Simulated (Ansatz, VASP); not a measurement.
# One calculation of Ru, two programs

The input INCAR:

```
PREC = Accurate
ENCUT = 520
EDIFF = 1E-6
ISMEAR = 0
SIGMA = 0.15
LREAL = F
LASPH = T
NELM = 80
ALGO = Fast
ISIF = 2
LWAVE = F
LCHARG = T
GGA = PE
LELF = T
LVHAR = T
NBANDS = 13
```

File KPOINTS:

```
regular mesh
0
Gamma
  24 24 24
```

Contents of POSCAR:

```
Ru
1.0
    0.0000000000      2.0216026726      1.7183622717
    2.0216026726      0.0000000000      1.7183622717
    2.0216026726      2.0216026726      0.0000000000
Ru
1
Direct
    0.0000000000      0.0000000000      0.0000000000
```

Input for Ansatz:

```yaml
crystal:
  lattice:
    - [0.0, 2.0216026726, 1.7183622717]
    - [2.0216026726, 0.0, 1.7183622717]
    - [2.0216026726, 2.0216026726, 0.0]
  atoms:
    - { symbol: Ru, position: [0.0, 0.0, 0.0] }
basis:
  ecutwfc: 420
kpoints:
  mp_grid: { grid: [24, 24, 24] }
hamiltonian:
  xc: pbe
scf:
  occupations: { method: gaussian, width: 0.15 }
output:
  forces: true
  stress: true
  eigenvalues: true
```

Alike in both runs: task single point; functional PBE; k mesh 24 × 24 × 24; occupations gaussian, width 0.15 eV; no spin polarisation.

|  | VASP | Ansatz |
| --- | --- | --- |
| version | VASP 6.6.1 | Ansatz 0.2.0 |
| potentials or method | VASP PAW PBE potentials, release 64 (Ru_pv), cutoff 520 eV | scalar-relativistic, plane waves, PAW |
| valence electrons in the cell | 14 | 16 |

Ansatz gave:

* gap on the k mesh at the Fermi level (eV): none
* pressure (GPa): -1.2
* traceless stress, the component that is largest in VASP (GPa): 24.72

Task: What did VASP give for the same quantities?

Result: gap on the k mesh at the Fermi level (eV): none; pressure (GPa): -1.4; traceless stress, the component that is largest in VASP (GPa): 24.68.

A gap of «none» marks a metal or a gap that the smearing closes. VASP's potentials hold 14 valence electrons a cell and Ansatz's 16, so a difference there can come from the potentials and not from the codes.
